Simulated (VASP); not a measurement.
# SiO2 in VASP: further runs

Runs on SiO2. Level: PBE. Tasks: single point.

All numbers are computed with VASP 6.6.1; they aren't measurements. Logs are shortened: lines on timing, memory, paths and dates and some standing lists are left out, and cuts for length are marked.

### Step 1. The cell of the first run

The cell holds an amorphous packing of atoms, 21 atoms: a = 6.651 Å, b = 7.206 Å, c = 6.939 Å, α = 92.65°, β = 91.55°, γ = 95.07°.

### Step 2. Single point, PBE

Input file INCAR:

```
SYSTEM = SiO2
PREC     = Accurate       ! precision mode
ENCUT    = 520            ! plane-wave cutoff, eV
EDIFF    = 1E-6           ! SCF threshold, eV
ISMEAR   = -1             ! smearing method
SIGMA    = 0.05           ! smearing width, eV
LREAL    = Auto         
LASPH    = .True.         ! aspherical terms in the spheres
NELM     = 100            ! most SCF steps
ALGO     = Normal         ! electronic algorithm
ISIF     = 2              ! what is computed and relaxed
LWAVE    = .False.        ! write WAVECAR
LCHARG   = .True.         ! write CHGCAR
GGA      = PE             ! functional
LELF     = .True.         ! ELF
LVHAR    = .True.       
NBANDS   = 72             ! bands
ISYM     = 0
```

Input file KPOINTS:

```
Automatic mesh
0
Gamma
  1 1 1
  0.25 0.25 0.25
```

Input file POSCAR:

```
SiO2
1.0
    6.6428910000     -0.3072380000     -0.0953950000
   -0.3072380000      7.1979710000     -0.1658230000
   -0.0953950000     -0.1658230000      6.9363230000
Si O
7 14
Direct
    0.6467548177      0.3037937486      0.3075504365
    0.2946073485      0.4408137499      0.0253343344
    0.7924789474      0.7252417804      0.3870793354
    0.0843160536      0.1414098537      0.7063249990
    0.6519529022      0.0569814351      0.6642927210
    0.0623695130      0.1561338588      0.2505123139
    0.2879605466      0.8973807280      0.9368002846
    0.1226487169      0.9245292368      0.7707693667
    0.2416814152      0.3034873908      0.8198484108
    0.8761560810      0.7874728296      0.1904268323
    0.3258901353      0.6740274873     -0.0188606342
    0.2204550151      1.0169965191      0.1302128981
    0.5492503478      0.1797704893      0.4934731008
    0.8471608166      0.1889846996      0.7532332211
    0.1205235017      0.1459211756      0.4732213922
    0.5035705377      0.3782485146      0.1287266200
    0.1323939603      0.3680663655      0.1720181703
    0.7081282660      0.8556569733      0.5526867048
    0.8133616004      0.1649166667      0.2267706689
    0.5066898895     -0.0089921739      0.8428999879
    0.7413387002      0.5045099349      0.4182981900
```

Potentials or basis: VASP PAW PBE potentials, release 64 (Si, O).

Command:

```sh
> cat potpaw_PBE.64/Si/POTCAR potpaw_PBE.64/O/POTCAR > POTCAR
> mpirun -np 1 vasp_std > vasp.out
```

OUTCAR:

```text
SYSTEM = SiO2
   PREC = Accurate
   ENCUT = 520
   EDIFF = 1E-6
   ISMEAR = -1
   LREAL = Auto
   LASPH = .True.
   NELM = 100
   ISIF = 2
   GGA = PE
   ISYM = 0

 ion  position               nearest neighbor table
   1  0.647  0.304  0.308-  19 1.65  21 1.67  16 1.68  13 1.71   6 3.08   5 3.12   3 3.12
   2  0.295  0.441  0.025-  17 1.58  16 1.65   9 1.71  11 1.72   6 2.98
   3  0.792  0.725  0.387-  10 1.56  18 1.60  21 1.62   1 3.12
   4  0.084  0.141  0.706-  15 1.64   9 1.65  14 1.68   8 1.68   7 2.84   5 2.89
   5  0.652  0.057  0.664-  14 1.63  20 1.65  13 1.68  18 1.69   4 2.89   1 3.12
   6  0.062  0.156  0.251-  15 1.59  19 1.67  17 1.68  12 1.72   2 2.98   1 3.08
   7  0.288  0.897  0.937-   8 1.60  12 1.66  11 1.69  20 1.71   4 2.84
   8  0.123  0.925  0.771-   7 1.60   4 1.68
   9  0.242  0.303  0.820-   4 1.65   2 1.71
  10  0.876  0.787  0.190-   3 1.56
  11  0.326  0.674  0.981-   7 1.69   2 1.72
  12  0.220  0.017  0.130-   7 1.66   6 1.72
  13  0.549  0.180  0.493-   5 1.68   1 1.71
  14  0.847  0.189  0.753-   5 1.63   4 1.68
  15  0.121  0.146  0.473-   6 1.59   4 1.64
  16  0.504  0.378  0.129-   2 1.65   1 1.68
  17  0.132  0.368  0.172-   2 1.58   6 1.68
  18  0.708  0.856  0.553-   3 1.60   5 1.69
  19  0.813  0.165  0.227-   1 1.65   6 1.67
  20  0.507  0.991  0.843-   5 1.65   7 1.71
  21  0.741  0.505  0.418-   3 1.62   1 1.67

IMPORTANT INFORMATION: All symmetrisations will be switched off!
NOSYMM: (Re-)initialisation of all symmetry stuff for point group C_1.

----------------------------------------------------------------------------------------

                                     Primitive cell

  volume of cell :     330.7500

  direct lattice vectors                    reciprocal lattice vectors
     6.642891000 -0.307238000 -0.095395000     0.150869108  0.006491068  0.002230076
    -0.307238000  7.197971000 -0.165823000     0.006491068  0.139283871  0.003419057
    -0.095395000 -0.165823000  6.936323000     0.002230076  0.003419057  0.144281011

  length of vectors
     6.650676374  7.206433166  6.938960602     0.151025147  0.139476953  0.144338745

  position of ions in fractional coordinates (direct lattice)
     0.646754818  0.303793749  0.307550437
     0.294607349  0.440813750  0.025334334
     0.792478947  0.725241780  0.387079335
     0.084316054  0.141409854  0.706324999
     0.651952902  0.056981435  0.664292721
     0.062369513  0.156133859  0.250512314
[... 13 lines left out ...]
     0.506689890  0.991007826  0.842899988
     0.741338700  0.504509935  0.418298190

  ion indices of the primitive-cell ions
   primitive index   ion index
                 1           1
                 2           2
                 3           3
                 4           4
                 5           5
                 6           6
[... 13 lines left out ...]
                20          20
                21          21

----------------------------------------------------------------------------------------

 KPOINTS: Automatic mesh

Automatic generation of k-mesh.
 Grid dimensions read from file:
 generate k-points for:    1    1    1

 Generating k-lattice:

  Cartesian coordinates                     Fractional coordinates (reciprocal lattice)
     0.150869108  0.006491068  0.002230076     1.000000000  0.000000000  0.000000000
     0.006491068  0.139283871  0.003419057     0.000000000  1.000000000  0.000000000
     0.002230076  0.003419057  0.144281011     0.000000000 -0.000000000  1.000000000

  Length of vectors
     0.151025147  0.139476953  0.144338745

  Shift w.r.t. Gamma in fractional coordinates (k-lattice)
     0.250000000  0.250000000  0.250000000

 Subroutine IBZKPT returns following result:
 ===========================================

 Found      1 irreducible k-points:

 Following reciprocal coordinates:
            Coordinates               Weight
  0.250000  0.250000  0.250000      2.000000
   k-points           NKPTS =      1   k-points in BZ     NKDIM =      1   number of bands    NBANDS=     72
   number of dos      NEDOS =    301   number of ions     NIONS =     21
   total plane-waves  NPLWV = 145800
   dimension x,y,z NGX =    50 NGY =   54 NGZ =   54
   dimension x,y,z NGXF=   100 NGYF=  108 NGZF=  108
   ions per type =               7  14
   NGX,Y,Z   is equivalent  to a cutoff of  12.50, 12.46, 12.94 a.u.
   NGXF,Y,Z  is equivalent  to a cutoff of  25.00, 24.91, 25.88 a.u.
 SYSTEM =  SiO2
   PREC   = accura    normal or accurate (medium, high low for compatibility)
   ISTART =      0    job   : 0-new  1-cont  2-samecut
   ICHARG =      2    charge: 1-file 2-atom 10-const
   ISPIN  =      1    spin polarized calculation?
   LNONCOLLINEAR =      F non collinear calculations
   LSORBIT =      F    spin-orbit coupling
   LASPH  =      T    aspherical Exc in radial PAW
   ENCUT  =  520.0 eV  38.22 Ry    6.18 a.u.  12.37 13.40 12.90*2*pi/ulx,y,z
   NELM   =    100;   NELMIN=  2; NELMDL= -5     # of ELM steps
   EDIFF  = 0.1E-05   stopping-criterion for ELM
   LREAL  =      T    real-space projection
   EDIFFG = 0.1E-04   stopping-criterion for IOM
   NSW    =      0    number of steps for IOM
   IBRION =     -1    ionic relax: 0-MD 1-quasi-New 2-CG
   NFREE  =      0    steps in history (QN), initial steepest desc. (CG)
   ISIF   =      2    stress and relaxation
   ISYM   =      0    0-nonsym 1-usesym 2-fastsym
   POTIM  = 0.5000    time-step for ionic-motion
   TEBEG  =    0.0;   TEEND  =   0.0 temperature during run
   PSTRESS=    0.0 pullay stress
   NELECT =     112.0000    total number of electrons
   NUPDOWN=      -1.0000    fix difference up-down
   EMIN   =  10.00;   EMAX   =-10.00  energy-range for DOS
   EFERMI =   0.00;   METHOD = LEGACY
   ISMEAR =    -1;   SIGMA  =   0.05  broadening in eV -4-tet -1-fermi 0-gaus
   EFERMI_NEDOS =   21; number of points for ismear=-14 and -15
   IALGO  =     38    algorithm
   IMIX   =      4    mixing-type and parameters
     AMIX     =   0.40;   BMIX     =  1.00
     AMIX_MAG =   1.60;   BMIX_MAG =  1.00
  volume/ion in A,a.u.               =      15.75       106.29
  Fermi-wavevector in a.u.,A,eV,Ry     =   1.141075  2.156319 17.715498  1.302052
  Thomas-Fermi vector in A             =   2.277776
   LORBIT       =      0    0 simple, 1 ext, 2 COOP (PROOUT), +10 PAW based schemes
   GGA     = PE    functional components
   LHFCALC =     F    Hartree Fock is set to
   AEXX    =    0.0000 exact exchange contribution
   IVDW    =     0    specifies the selected vdW correction
   LEPSILON=     F    determine dielectric tensor
   LRPA    =     F    only Hartree local field effects (RPA)
 non-spin polarized calculation
  energy-cutoff  :      520.00
  volume of cell :      330.75
 maximum number of plane-waves:      8893
 NGX is ok and might be reduce to    50
   NGX = 25   NGY = 27   NGZ = 25

 number of electron     112.0000003 magnetization

 Free energy of the ion-electron system (eV)
  ---------------------------------------------------
  ext. energy  EPLUGINS =         0.00000000
  ---------------------------------------------------
  free energy    TOTEN  =      -160.09861578 eV

  energy without entropy =     -160.09861578  energy(sigma->0) =     -160.09861578

 E-fermi :   1.5751     XC(G=0):  -8.0408

 val. band max:        0.2988062423   @ k =   0.2500   0.2500   0.2500
 cond. band min:       4.4270056627   @ k =   0.2500   0.2500   0.2500
 fundamental gap:      4.1281994204
 Fermi energy:         1.5751402173

 k-point     1 :       0.2500    0.2500    0.2500
  band No.  band energies     occupation
      1     -19.6307      2.00000
      2     -19.2808      2.00000
      3     -18.9975      2.00000
      4     -18.7814      2.00000
      5     -18.7251      2.00000
      6     -18.3376      2.00000
[... 60 lines left out ...]
     67       8.5783      0.00000
     68       8.7218      0.00000
 [bands above 68 left out]

------------------------ aborting loop because EDIFF is reached ----------------------------------------

  FORCE on cell =-STRESS in cart. coord.  units (eV):
  Direction    XX          YY          ZZ          XY          YZ          ZX
  --------------------------------------------------------------------------------------
  -------------------------------------------------------------------------------------
  Total       -3.5025862    -24.7044355    -11.8981698      3.9741755      1.8260093      2.7737893
  in kB      -16.9667863   -119.6701099    -57.6356132     19.2511995      8.8453237     13.4364405
  external PRESSURE =     -64.7575031 kB  Pullay stress =       0.0000000 kB

 VOLUME and BASIS-vectors are now :
 -----------------------------------------------------------------------------
  energy-cutoff  :      520.00
  volume of cell :      330.75
      direct lattice vectors                 reciprocal lattice vectors
     6.642891000 -0.307238000 -0.095395000     0.150869108  0.006491068  0.002230076
    -0.307238000  7.197971000 -0.165823000     0.006491068  0.139283871  0.003419057
    -0.095395000 -0.165823000  6.936323000     0.002230076  0.003419057  0.144281011

 POSITION                                       TOTAL-FORCE (eV/Angst)
 -----------------------------------------------------------------------------------
      4.17365      1.93699      2.02120        -0.318866     -0.135812      0.339950
      1.81919      3.07825      0.07453         1.429600      0.681646     -1.837300
      5.00460      4.91260      2.48905        -0.218436     -0.497961     -1.653932
      0.44928      0.87483      4.86781         0.115384      0.620795      0.071172
      4.24998      0.09969      4.53611        -1.675502     -0.375218     -0.363665
      0.34245      1.06314      1.70579         0.229927     -0.030909     -2.084865
[... 13 lines left out ...]
      2.98100      6.83780      5.63396        -0.464643     -0.150199     -0.093817
      4.72972      3.33432      2.74707         0.063625      0.044524      0.329495
 -----------------------------------------------------------------------------------
    total drift:                                0.002133     -0.001268     -0.008576

  FREE ENERGIE OF THE ION-ELECTRON SYSTEM (eV)
  ---------------------------------------------------
  free  energy   TOTEN  =      -160.0986157838 eV

  energy  without entropy=     -160.0986157838  energy(sigma->0) =     -160.09861578
```

Run time: 40 s. Hardware: 1 thread of Intel Xeon Platinum 8559C (Emerald Rapids), shared host; peak memory 0.34 GiB.

Results:

```
Free energy            : -160.0986 eV
Pressure               : -6.5 GPa
Largest force          : 2.426 eV/Å
Band gap on the k mesh : 4.13 eV
```

Forces on the atoms (eV/Å):
```
Si  -0.319 -0.136  0.340
Si   1.430  0.682 -1.837
Si  -0.218 -0.498 -1.654
Si   0.115  0.621  0.071
Si  -1.676 -0.375 -0.364
Si   0.230 -0.031 -2.085
Si   1.984 -0.831  1.094
O   -1.241  1.077 -1.337
O   -0.185  0.675  0.366
O    0.082  0.054  1.104
O   -0.744 -0.842  0.136
O   -0.639  0.517  0.345
O    0.375  0.304 -0.511
O    1.448 -0.883 -0.260
O   -0.068 -0.242  1.602
O    1.101 -0.557  0.772
O   -1.552 -0.305  1.404
O    0.064  0.515  0.673
O    0.217  0.363 -0.095
O   -0.465 -0.150 -0.094
O    0.064  0.045  0.329
```

Caveat: the k points lie up to 0.95 Å⁻¹ apart.

### Step 3. Single point, PBE

Input file INCAR:

```
SYSTEM = SiO2
  ALGO = Normal
  EDIFF = 1E-7
  ENCUT = 520
  GGA = PE
  ISIF = 2
  ISMEAR = -1
  ISYM = 0
  LASPH = .TRUE.
  LCHARG = .FALSE.
  LREAL = Auto
  LWAVE = .FALSE.
  NBANDS = 72
  NELM = 60
  PREC = Accurate
  SIGMA = 0.05
```

KPOINTS is that of step 2.

Input file POSCAR:

```
SiO2
1.0
    6.6428910000     -0.3072380000     -0.0953950000
   -0.3072380000      7.1979710000     -0.1658230000
   -0.0953950000     -0.1658230000      6.9363230000
Si O
7 14
Direct
    0.6611928514      0.2932278902      0.2839068222
    0.3158664520      0.4424795476      0.0140980122
    0.7751577948      0.7137222155      0.3799586231
    0.0954039465      0.1409832793      0.6903254548
    0.6344120746      0.0485776017      0.6331188763
    0.0941410693      0.1667680352      0.2355509631
    0.3014057945      0.8910078241      0.9280085711
    0.1299796272      0.9308765324      0.7622501354
    0.2307441348      0.3204841912      0.8075812627
    0.9065491090      0.7855763041      0.2192465477
    0.3198025500      0.6707428810     -0.0245423748
    0.2402870554      1.0202384405      0.1319744168
    0.5578153684      0.1697792305      0.4589345246
    0.8532805336      0.1636576037      0.6908720790
    0.1425816464      0.1455699458      0.4625579606
    0.5327885425      0.3665294281      0.0976722642
    0.1628473811      0.3875486944      0.1803209443
    0.6608809916      0.8326626636      0.5335686304
    0.8442798200      0.1736051163      0.2014542568
    0.5134123680     -0.0135204895      0.8212317916
    0.7279433684      0.4986348846      0.4144333086
```

Potentials or basis: VASP PAW PBE potentials, release 64 (Si, O).

Command:

```sh
> cat potpaw_PBE.64/Si/POTCAR potpaw_PBE.64/O/POTCAR > POTCAR
> mpirun -np 1 vasp_std > vasp.out
```

It took 46 s on 1 thread of Intel Xeon Platinum 8559C (Emerald Rapids), shared host; peak memory 0.34 GiB.

The run converged. Its results:

```yaml
Free_energy: -160.2489 eV
Pressure: -4.8 GPa
Largest_force: 2.242 eV/Å
Band_gap_on_the_k_mesh: 4.36 eV
```

Forces on the atoms (eV/Å):
```
Si   0.757  0.959  0.661
Si   0.328 -0.194 -1.199
Si   0.043  0.041 -0.061
Si  -0.360  0.930 -0.587
Si   1.595 -1.311 -0.595
Si  -0.749  0.254  0.529
Si   0.130  1.052  0.564
O    0.143 -0.045  0.452
O    0.163 -0.158  0.624
O    0.584  0.517 -0.732
O    0.360 -0.092 -0.087
O    0.526 -0.719 -2.057
O   -0.735  0.461 -0.942
O   -0.265 -0.263  0.999
O    0.292  0.091  0.274
O   -0.328  0.115 -0.151
O   -0.466 -0.758  0.617
O   -0.187  0.947  0.583
O   -0.041  0.306  0.134
O   -1.483 -0.106  1.382
O   -0.308 -2.027 -0.409
```

Stress tensor (GPa, compression positive):
```
-1.37  1.46 -1.01
 1.46 -8.59 -0.58
-1.01 -0.58 -4.34
```

Levels at points of the mesh, in eV from the valence-band top:
```tsv
k point	band 54	band 55	band 56	band 57	band 58	band 59
(0.25, 0.25, 0.25)	-0.92	-0.54	0.00	4.36	5.16	5.81
```

Caveat: the k points lie up to 0.95 Å⁻¹ apart.

(Part 1 of 2 ends here.)
